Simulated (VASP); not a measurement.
# NaMg2Si2: single point with PBE

The system is NaMg2Si2.

```
Na Mg Si
1.0
     3.80363    0.00000    0.00000
     0.00000    3.80363    0.00000
     0.00000    0.00000    9.82573
Na Mg Si
1 2 2
Cartesian
  0.0000 0.0000 4.9129
  0.0000 0.0000 8.2853
  0.0000 0.0000 1.5405
  1.9018 1.9018 8.6524
  1.9018 1.9018 1.1733
```

| Property | Result |
| --- | --- |
| Program | VASP 6.6.1 |
| Task | single point |
| Functional | PBE |
| Potentials or basis | VASP PAW PBE potentials, release 64 (Na_pv, Mg, Si) |
| Cutoff | 520 eV |
| k mesh | 10 × 10 × 4 |
| Occupations | gaussian, width 0.1 eV |
| Spin | no spin polarisation |

```json
{
 "Pressure": "-0.1 GPa",
 "Largest force": "0.006 eV/Å"
}
```

Forces in eV/Å, atoms in the order of the input:
```
Na   0.000  0.000  0.000
Mg   0.000  0.000  0.006
Mg   0.000  0.000 -0.006
Si   0.000  0.000 -0.001
Si   0.000  0.000  0.001
```

Levels at points of the mesh, in eV from the Fermi level:
```tsv
k point	band 5	band 6	band 7	band 8	band 9	band 10	band 11	band 12	band 13	band 14
(0.00, 0.00, 0.00)	-7.10	-3.44	-0.57	-0.22	-0.22	0.20	1.42	1.80	1.80	3.22
(0.50, 0.00, 0.00)	-5.74	-4.99	-2.94	-1.81	-0.15	0.65	1.61	2.64	2.65	2.76
(0.50, 0.50, 0.00)	-4.57	-3.44	-3.44	-1.48	-1.48	-1.15	-0.67	0.91	2.30	2.45
(0.00, 0.00, 0.50)	-7.12	-3.10	-1.78	-0.22	-0.22	1.42	1.80	1.80	2.25	3.02
(0.50, 0.00, 0.50)	-5.75	-4.98	-3.01	-1.70	0.66	0.70	0.87	0.89	2.64	4.09
(0.50, 0.50, 0.50)	-4.58	-3.44	-3.44	-1.50	-1.50	-1.12	-0.63	0.70	2.92	3.23
```

It took 2.3 min on 1 thread of Intel(R) Xeon(R) Platinum 8259CL CPU @ 2.50GHz (Skylake/Cascade Lake), on a shared host, peak memory 0.33 GiB.
